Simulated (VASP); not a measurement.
# Al16Au in VASP: single point with r2SCAN

Aim: the single point of Al16Au with r2SCAN.

Program: VASP 6.6.1. These are calculated values, not measurements. Logs are shortened: lines on timing, memory, paths and dates and some standing lists are left out, and cuts for length are marked.

## 1. The cell of the first run

The cell holds a slab with vacuum, 17 atoms: a = 5.728 Å, b = 5.728 Å, c = 17.075 Å, α = 90.00°, β = 90.00°, γ = 90.00°.

## 2. Single point, r2SCAN

POSCAR

```
Al16Au
1.0
    5.7275650000      0.0000000000      0.0000000000
    0.0000000000      5.7275650000      0.0000000000
    0.0000000000      0.0000000000     17.0750000000
Al Au
16 1
Direct
    0.2499999564      0.2499999564      0.0585652123
    0.7500000436      0.2499999564      0.0585652123
    0.2499999564      0.7500000436      0.0585652123
    0.7500000436      0.7500000436      0.0585652123
   -0.0000614572      0.0006203334      0.1780182723
    0.4999223928      0.0052126864      0.1774740264
   -0.0000619810      0.4998350957      0.1780995608
    0.4999274561      0.4954272889      0.1776411127
    0.2503917459      0.2497867768      0.2922926501
    0.7492779218      0.2497834595      0.2922770132
    0.2523391703      0.7504625439      0.2889315373
    0.7473484805      0.7504773844      0.2889216398
   -0.0002020056     -0.0134247276      0.4078033968
    0.4998045417     -0.0055573354      0.4095202928
   -0.0003008259      0.5159262269      0.4064243045
    0.4997596710      0.5031965591      0.4097529722
    0.9995294685      0.2550293187      0.5180045681
```

INCAR.step1

```
PREC = Accurate
ENCUT = 520
ISMEAR = 0
SIGMA = 0.05
LREAL = Auto
LASPH = True
NELM = 60
NBANDS = 44
GGA = PE
ALGO = Normal
EDIFF = 1E-4
LWAVE = True
LCHARG = False
```

INCAR.step2

```
PREC = Accurate
ENCUT = 520
EDIFF = 1E-7
ISMEAR = 0
SIGMA = 0.05
LREAL = Auto
LASPH = True
NELM = 60
ALGO = Normal
ISIF = 2
LWAVE = False
LCHARG = False
METAGGA = R2SCAN
LMIXTAU = True
NBANDS = 44
ISTART = 1
```

KPOINTS

```
regular mesh
0
Gamma
  4 4 1
```

Potentials or basis: VASP PAW PBE potentials, release 64 (Al, Au).

On the command line:

```
cat potpaw_PBE.64/Al/POTCAR potpaw_PBE.64/Au/POTCAR > POTCAR
cp INCAR.step1 INCAR
mpirun -np 1 vasp_std > vasp.out
cp INCAR.step2 INCAR
mpirun -np 1 vasp_std > vasp.out
```

OUTCAR:

```text
PREC = Accurate
   ENCUT = 520
   EDIFF = 1E-7
   ISMEAR = 0
   LREAL = Auto
   LASPH = True
   NELM = 60
   ISIF = 2
   METAGGA = R2SCAN
   ISTART = 1

 ion  position               nearest neighbor table
   1  0.250  0.250  0.059-   6 2.85   8 2.86   2 2.86   3 2.86   2 2.86   3 2.86   5 2.87   7 2.87

   2  0.750  0.250  0.059-   6 2.85   8 2.86   1 2.86   4 2.86   4 2.86   1 2.86   5 2.87   7 2.87

   3  0.250  0.750  0.059-   1 2.86   4 2.86   4 2.86   1 2.86   7 2.88   5 2.88   6 2.88   8 2.88
[... 23 lines left out ...]
  15  1.000  0.516  0.406-  17 2.42  13 2.70  12 2.81  11 2.81  10 2.86   9 2.86  16 2.86  16 2.87
                            13 3.03
  16  0.500  0.503  0.410-  14 2.81   9 2.86  10 2.86  15 2.86  15 2.87  11 2.88  12 2.88  14 2.91

  17  1.000  0.255  0.518-  15 2.42  13 2.43

  LATTYP: Found a simple tetragonal cell.
 ALAT       =     5.7275650000
 C/A-ratio  =     2.9811970707

  Lattice vectors:

 A1 = (   5.7275650000,   0.0000000000,   0.0000000000)
 A2 = (   0.0000000000,   5.7275650000,   0.0000000000)
 A3 = (   0.0000000000,   0.0000000000,  17.0750000000)

Analysis of symmetry for initial positions (statically):
=====================================================================
 Subroutine PRICEL returns:
 Original cell was already a primitive cell.

 Routine SETGRP: Setting up the symmetry group for a
 simple tetragonal supercell.

 Subroutine GETGRP returns: Found  1 space group operations
 (whereof  1 operations were pure point group operations)
 out of a pool of 16 trial point group operations.

The static configuration has the point symmetry C_1 .

Analysis of symmetry for dynamics (positions and initial velocities):
=====================================================================
 Subroutine PRICEL returns:
 Original cell was already a primitive cell.

 Routine SETGRP: Setting up the symmetry group for a
 simple tetragonal supercell.

 Subroutine GETGRP returns: Found  1 space group operations
 (whereof  1 operations were pure point group operations)
 out of a pool of 16 trial point group operations.

The dynamic configuration has the point symmetry C_1 .

 Subroutine INISYM returns: Found  1 space group operations
 (whereof  1 operations are pure point group operations),
 and found     1 'primitive' translations

----------------------------------------------------------------------------------------

                                     Primitive cell

  volume of cell :     560.1454

[... 110 lines left out ...]
   ISYM   =      2    0-nonsym 1-usesym 2-fastsym
   POTIM  = 0.5000    time-step for ionic-motion
   TEBEG  =    0.0;   TEEND  =   0.0 temperature during run
   PSTRESS=    0.0 pullay stress
   NELECT =      59.0000    total number of electrons
   NUPDOWN=      -1.0000    fix difference up-down
   EMIN   =  10.00;   EMAX   =-10.00  energy-range for DOS
   EFERMI =   0.00;   METHOD = LEGACY
   ISMEAR =     0;   SIGMA  =   0.05  broadening in eV -4-tet -1-fermi 0-gaus
   EFERMI_NEDOS =   21; number of points for ismear=-14 and -15
   IALGO  =     38    algorithm
   IMIX   =      4    mixing-type and parameters
     AMIX     =   0.40;   BMIX     =  1.00
     AMIX_MAG =   1.60;   BMIX_MAG =  1.00
  volume/ion in A,a.u.               =      32.95       222.36
  Fermi-wavevector in a.u.,A,eV,Ry     =   0.773141  1.461024  8.132837  0.597747
  Thomas-Fermi vector in A             =   1.874922
   LORBIT       =      0    0 simple, 1 ext, 2 COOP (PROOUT), +10 PAW based schemes
   METAGGA = R2SCAN    functional components
   LHFCALC =     F    Hartree Fock is set to
   AEXX    =    0.0000 exact exchange contribution
   IVDW    =     0    specifies the selected vdW correction
   LEPSILON=     F    determine dielectric tensor
   LRPA    =     F    only Hartree local field effects (RPA)
 non-spin polarized calculation
 Gauss-broadening in eV      SIGMA  =   0.05
  energy-cutoff  :      520.00
  volume of cell :      560.15
 maximum number of plane-waves:     15106
 NGX is ok and might be reduce to    48
   NGX = 21   NGY = 21   NGZ = 63

 number of electron      58.9999999 magnetization

 Free energy of the ion-electron system (eV)
  ---------------------------------------------------
  ext. energy  EPLUGINS =         0.00000000
  ---------------------------------------------------
  free energy    TOTEN  =      -153.54663443 eV

  energy without entropy =     -153.53994016  energy(sigma->0) =     -153.54328729

 E-fermi :   2.0392     XC(G=0):  -6.6359

 val. band max:        2.0308101648   @ k =   0.0000   0.0000   0.0000
 cond. band min:       2.0565065680   @ k =   0.0000   0.0000   0.0000
 fundamental gap:      0.0256964032
 Fermi energy:         2.0392320280

 k-point     1 :       0.0000    0.0000    0.0000
  band No.  band energies     occupation
      1      -9.4441      2.00000
      2      -7.9217      2.00000
      3      -5.7875      2.00000
      4      -4.7876      2.00000
      5      -4.7764      2.00000
      6      -4.7611      2.00000
[... 429 lines left out ...]
     40       4.5685      0.00000
     41       4.6771      0.00000
 [bands above 41 left out]

------------------------ aborting loop because EDIFF is reached ----------------------------------------

  FORCE on cell =-STRESS in cart. coord.  units (eV):
  Direction    XX          YY          ZZ          XY          YZ          ZX
  --------------------------------------------------------------------------------------
  -------------------------------------------------------------------------------------
  Total       -8.5054255     -9.5921495     -0.2900969      0.0009805     -0.0616667      0.0103175
  in kB      -24.3279694    -27.4363136     -0.8297608      0.0028044     -0.1763845      0.0295112
  external PRESSURE =     -17.5313479 kB  Pullay stress =       0.0000000 kB

 VOLUME and BASIS-vectors are now :
 -----------------------------------------------------------------------------
  energy-cutoff  :      520.00
  volume of cell :      560.15
      direct lattice vectors                 reciprocal lattice vectors
     5.727565000  0.000000000  0.000000000     0.174594265  0.000000000  0.000000000
     0.000000000  5.727565000  0.000000000     0.000000000  0.174594265  0.000000000
     0.000000000  0.000000000 17.075000000     0.000000000  0.000000000  0.058565154

 POSITION                                       TOTAL-FORCE (eV/Angst)
 -----------------------------------------------------------------------------------
      1.43189      1.43189      1.00000         0.009610      0.004287      0.024121
      4.29567      1.43189      1.00000        -0.010627      0.004464      0.024328
      1.43189      4.29567      1.00000        -0.036719     -0.001417      0.001024
      4.29567      4.29567      1.00000         0.035698     -0.001583      0.001462
      5.72721      0.00355      3.03966        -0.000302      0.002978     -0.003356
      2.86334      0.02986      3.03037        -0.000892     -0.017467      0.007685
[... 9 lines left out ...]
      2.86241      2.88209      6.99653         0.000361      0.014670     -0.013043
      5.72487      1.46070      8.84493        -0.000779     -0.025842      0.005805
 -----------------------------------------------------------------------------------
    total drift:                                0.002306      0.002299     -0.002736

  FREE ENERGIE OF THE ION-ELECTRON SYSTEM (eV)
  ---------------------------------------------------
  free  energy   TOTEN  =      -153.5466344279 eV

  energy  without entropy=     -153.5399401582  energy(sigma->0) =     -153.54328729
```

OUTCAR.step1:

```text
PREC = Accurate
   ENCUT = 520
   ISMEAR = 0
   LREAL = Auto
   LASPH = True
   NELM = 60
[... 711 lines left out ...]
      5.72721      0.00355      3.03966        -0.000233      0.009427      0.005409
      2.86334      0.02986      3.03037        -0.000942     -0.032449      0.014260
[... 9 lines left out ...]
      2.86241      2.88209      6.99653         0.000246      0.014272      0.156961
      5.72487      1.46070      8.84493        -0.000896     -0.024629      0.318528
 -----------------------------------------------------------------------------------
    total drift:                                0.002037      0.003449     -0.003722

  FREE ENERGIE OF THE ION-ELECTRON SYSTEM (eV)
  ---------------------------------------------------
  free  energy   TOTEN  =       -59.0990497371 eV

  energy  without entropy=      -59.0907607679  energy(sigma->0) =      -59.09490525
```

OSZICAR.step1:

```text
N       E                     dE             d eps       ncg     rms          rms(c)
DAV:   1     0.184541856445E+03    0.18454E+03   -0.19468E+04   880   0.101E+03
DAV:   2    -0.461797253223E+02   -0.23072E+03   -0.21649E+03  1092   0.164E+02
DAV:   3    -0.626278451157E+02   -0.16448E+02   -0.15758E+02  1160   0.385E+01
DAV:   4    -0.632215125496E+02   -0.59367E+00   -0.59001E+00  1328   0.847E+00
DAV:   5    -0.632445471096E+02   -0.23035E-01   -0.23009E-01  1324   0.163E+00    0.882E+00
DAV:   6    -0.596656027511E+02    0.35789E+01   -0.27363E+01   996   0.270E+01    0.658E+00
DAV:   7    -0.593365873569E+02    0.32902E+00   -0.41865E+00  1036   0.103E+01    0.337E+00
DAV:   8    -0.592509979931E+02    0.85589E-01   -0.16997E+00  1048   0.547E+00    0.159E+00
DAV:   9    -0.591404199134E+02    0.11058E+00   -0.46785E-01  1088   0.325E+00    0.133E+00
DAV:  10    -0.591077506538E+02    0.32669E-01   -0.10694E-01  1060   0.246E+00    0.430E-01
DAV:  11    -0.591016344039E+02    0.61162E-02   -0.36996E-02  1132   0.751E-01    0.298E-01
DAV:  12    -0.590974282888E+02    0.42061E-02   -0.64403E-03  1044   0.538E-01    0.133E-01
DAV:  13    -0.590959684230E+02    0.14599E-02   -0.30643E-03  1028   0.170E-01    0.545E-02
DAV:  14    -0.590968372123E+02   -0.86879E-03   -0.65175E-04   952   0.817E-02    0.356E-02
DAV:  15    -0.590979943309E+02   -0.11571E-02   -0.43663E-04   808   0.701E-02    0.275E-02
DAV:  16    -0.590986913017E+02   -0.69697E-03   -0.14577E-04   804   0.657E-02    0.112E-02
DAV:  17    -0.590990196517E+02   -0.32835E-03   -0.89498E-05   720   0.464E-02    0.144E-02
DAV:  18    -0.590990497371E+02   -0.30085E-04   -0.28761E-05   664   0.389E-02
   1 F= -.59099050E+02 E0= -.59094905E+02  d E =-.828897E-02
```

It took 67 min on 1 thread of AMD EPYC, shared host; peak memory 0.73 GiB.

What came out:

```yaml
Free_energy: -153.5466 eV
Largest_force: 0.037 eV/Å
Band_gap_on_the_k_mesh: zero (an odd number of electrons rules out a gap without spin polarisation)
```

Forces in eV/Å, atoms in the order of the input:
```
Al   0.010  0.004  0.024
Al  -0.011  0.004  0.024
Al  -0.037 -0.001  0.001
Al   0.036 -0.002  0.001
Al   0.000  0.003 -0.003
Al  -0.001 -0.017  0.008
Al  -0.001 -0.006 -0.004
Al  -0.001  0.013  0.004
Al  -0.006  0.004 -0.009
Al   0.008  0.004 -0.008
Al   0.002 -0.001  0.003
Al  -0.002 -0.001  0.003
Al   0.001 -0.014 -0.027
Al   0.000 -0.002  0.000
Al   0.002  0.024 -0.010
Al   0.000  0.015 -0.013
Au  -0.001 -0.026  0.006
```

Caveat: there is no dipole correction, which matters where the two faces differ; the PAW data sets were made with another functional, which shifts forces and pressure a little; spin-orbit coupling is left out, which moves the levels of the heavy elements.

The gap in the log of VASP goes by the Fermi energy; the results here count the filled bands.